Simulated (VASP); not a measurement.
Wanted: the native input for a VASP 6.6.1 run.

| Property | Result |
| --- | --- |
| Task | single point |
| Functional | PBE |
| Potentials or basis | VASP PAW PBE potentials, release 64 (Cu, In_d, Au) |
| Cutoff | 520 eV |
| k mesh | 3 × 3 × 3 |
| Occupations | gaussian, width 0.1 eV |
| Spin | no spin polarisation |
| Dipole correction | no |
| Further INCAR settings | LREAL = Auto; ALGO = Fast; EDIFF = 1e-07; NBANDS = 110; ISYM = 0 |

The structure of In8CuAu7 lies in POSCAR:

```
In8CuAu7
1.0
    7.2653972112     -0.4733563504     -0.2991542653
   -0.4504812770      6.9944987735      0.7627539587
   -0.2958196591      0.7682703997      7.1772141036
Cu In Au
1 8 7
Direct
    0.8357114262      0.7551573699      0.6664879905
    0.9558775674      0.5449441705      0.0835605624
    0.1629131527      0.0790425776      0.2410998354
    0.4487634856      0.4400868901      0.0716680809
    0.5367483084      0.0282848343      0.4842796848
    0.0902441269      0.5613463024      0.5054070186
    0.2828398670      0.1879740390      0.7515956267
    0.7325972552      0.7525966118      0.2915794876
    0.7457159381      0.3337564263      0.7422867050
    0.9488041322      0.9878967421      0.9203477450
    0.5570489839      0.9123475343      0.8970204676
    0.9432626665      0.1578765764      0.5086774237
    0.7390058951      0.1791331593      0.1407382097
    0.3367297530      0.7409324284      0.2266025870
    0.4796653373      0.5963713906      0.6609730957
    0.1897782418      0.7519620372      0.8063676272
```

The input as run:

INCAR

```
ALGO = Fast ; EDIFF = 1E-7
ENCUT = 520 ; GGA = PE
ISIF = 2 ; ISMEAR = 0
ISYM = 0 ; LASPH = True
LCHARG = True ; LELF = True
LREAL = Auto ; LVHAR = True
LWAVE = False ; NBANDS = 110
NELM = 80 ; PREC = Accurate
SIGMA = 0.1
```

KPOINTS

```
k-points
0
Gamma
  3 3 3
```

Potentials or basis: VASP PAW PBE potentials, release 64 (Cu, In_d, Au).

Command:

```bash
$ cat potpaw_PBE.64/Cu/POTCAR potpaw_PBE.64/In_d/POTCAR potpaw_PBE.64/Au/POTCAR > POTCAR
$ mpirun -np 1 vasp_std > vasp.out
```

It gave:

* Pressure: -0.1 GPa
* Largest force: 0.042 eV/Å
* Band gap on the k mesh: zero (bands 96 and 97 overlap by 1.11 eV)

Caveat: spin-orbit coupling is left out, which moves the levels of the heavy elements.

Run time: 40 min on 1 thread of Oxide Virtual Turin-like Processor, with other jobs on the host, peak memory 0.57 GiB.
